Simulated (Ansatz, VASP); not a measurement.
**Two plane-wave programs on AlN**

Contents of INCAR:

```
SYSTEM = AlN
PREC     = Accurate       ! precision mode
ENCUT    = 520            ! plane-wave cutoff, eV
EDIFF    = 1E-6           ! SCF threshold, eV
ISMEAR   = 0              ! smearing method
SIGMA    = 0.05           ! smearing width, eV
LREAL    = .False.        ! projectors in reciprocal space
LASPH    = .True.         ! aspherical terms in the spheres
NELM     = 80             ! most SCF steps
ALGO     = Normal         ! electronic algorithm
ISIF     = 2              ! what is computed and relaxed
LWAVE    = .False.        ! write WAVECAR
LCHARG   = .False.        ! write CHGCAR
GGA      = CA             ! functional
NBANDS   = 26             ! bands
```

Contents of KPOINTS:

```
regular mesh
0
Gamma
  8 8 3
  0 0 0
```

File POSCAR:

```
AlN
1.0
   -3.0886152975      0.0000000000      0.0000000000
   -1.5443076488     -2.6748193102      0.0000000000
    0.0000000000      0.0000000000     13.0871685333
Al N
4 4
Direct
    0.3333333333      0.3333333333      0.6833447446
    0.3333333333      0.3333333333      0.3056019002
    0.6666666667      0.6666666667      0.1167304780
    0.6666666667      0.6666666667      0.4944733224
    0.3333333333      0.3333333333      0.0721409442
    0.3333333333      0.3333333333      0.4498837886
    0.6666666667      0.6666666667      0.2610123664
    0.6666666667      0.6666666667      0.6387552107
```

Input for Ansatz:

```yaml
crystal:
  lattice:
    - [-3.0886152975, 0.0, 0.0]
    - [-1.5443076488, -2.6748193102, 0.0]
    - [0.0, 0.0, 13.0871685333]
  atoms:
    - { symbol: Al, position: [0.3333333333, 0.3333333333, 0.6833447446] }
    - { symbol: Al, position: [0.3333333333, 0.3333333333, 0.3056019002] }
    - { symbol: Al, position: [0.6666666667, 0.6666666667, 0.116730478] }
    - { symbol: Al, position: [0.6666666667, 0.6666666667, 0.4944733224] }
    - { symbol: "N", position: [0.3333333333, 0.3333333333, 0.0721409442] }
    - { symbol: "N", position: [0.3333333333, 0.3333333333, 0.4498837886] }
    - { symbol: "N", position: [0.6666666667, 0.6666666667, 0.2610123664] }
    - { symbol: "N", position: [0.6666666667, 0.6666666667, 0.6387552107] }
basis:
  ecutwfc: 520.0
kpoints:
  mp_grid: { grid: [8, 8, 3] }
hamiltonian:
  xc: lda
  pseudopotentials: { kind: paw, azcp: { folder: soft_1 } }
scf:
  occupations: { method: gaussian, width: 0.05 }
output:
  forces: true
  stress: true
  eigenvalues: true
```

Alike in both runs: task single point; functional LDA; k mesh 8 × 8 × 3; occupations gaussian, width 0.05 eV; no spin polarisation.

|  | VASP | Ansatz |
| --- | --- | --- |
| version | VASP 6.6.1 | Ansatz 0.2.0 |
| potentials or method | VASP PAW LDA potentials, release 64 (Al, N), cutoff 520 eV | scalar-relativistic, plane waves, PAW |
| valence electrons in the cell | 32 | 32 |

Ansatz gave:

* gap on the k mesh at the Fermi level (eV): none
* pressure (GPa): -1.4
* traceless stress, the component that is largest in VASP (GPa): 0.89
* rms of the force components (eV/Å): 0.814

Task: Estimate VASP's values.

Result: gap on the k mesh at the Fermi level (eV): none; pressure (GPa): -0.9; traceless stress, the component that is largest in VASP (GPa): 0.71; rms of the force components (eV/Å): 0.809.

Ansatz warns that its potentials were made for another functional, while VASP's fit it. LDA's correlation is that of Perdew and Zunger in VASP and of Perdew and Wang (1992) in Ansatz. Atom by atom the forces differ by 0.009 eV/Å (rms over components). A gap of «none» marks a metal or a gap that the smearing closes.
